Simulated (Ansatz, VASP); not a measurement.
## One calculation of CdSb2O4, two programs

```xyz
7
Lattice="0.0000 -3.4146 0.0000 -5.5975 1.7073 0.0050 2.6897 0.0000 -6.2728" Properties=species:S:1:pos:R:3 pbc="T T T"
Cd   -4.2526   -1.7073   -3.1314
Sb   -1.7916    0.0000   -1.4769
Sb   -1.1162   -1.7073   -4.7909
O     0.0971    0.0000   -5.1300
O    -0.2699   -1.7073   -2.9610
O    -3.0049   -1.7073   -1.1378
O    -2.6379    0.0000   -3.3068
```

Alike in both runs: task single point; functional PBE; k mesh 4 × 4 × 2; occupations gaussian, width 0.1 eV; no spin polarisation.

```csv
,VASP,Ansatz
version,VASP 6.6.1,Ansatz 0.2.0
potentials or method,"VASP PAW PBE potentials, release 64 (Cd_sv_GW, Sb_d_GW, O), cutoff 700 eV","scalar-relativistic, plane waves, PAW"
valence electrons in the cell,74,74
```

Ansatz gave:

- gap on the k mesh at the Fermi level (eV): 2.11
- least direct gap on the mesh (eV): 2.11
- pressure (GPa): 0.0
- traceless stress, the component that is largest in VASP (GPa): -0.04
- rms of the force components (eV/Å): 0.006

**Question.** Which values does VASP return?

**Answer.** gap on the k mesh at the Fermi level (eV): 2.11; least direct gap on the mesh (eV): 2.11; pressure (GPa): 0.0; traceless stress, the component that is largest in VASP (GPa): -0.08; rms of the force components (eV/Å): 0.028.

Atom by atom the forces differ by 0.030 eV/Å (rms over components).

The k mesh is coarse, so the values compare programs but aren't converged. Spin-orbit coupling is off throughout.
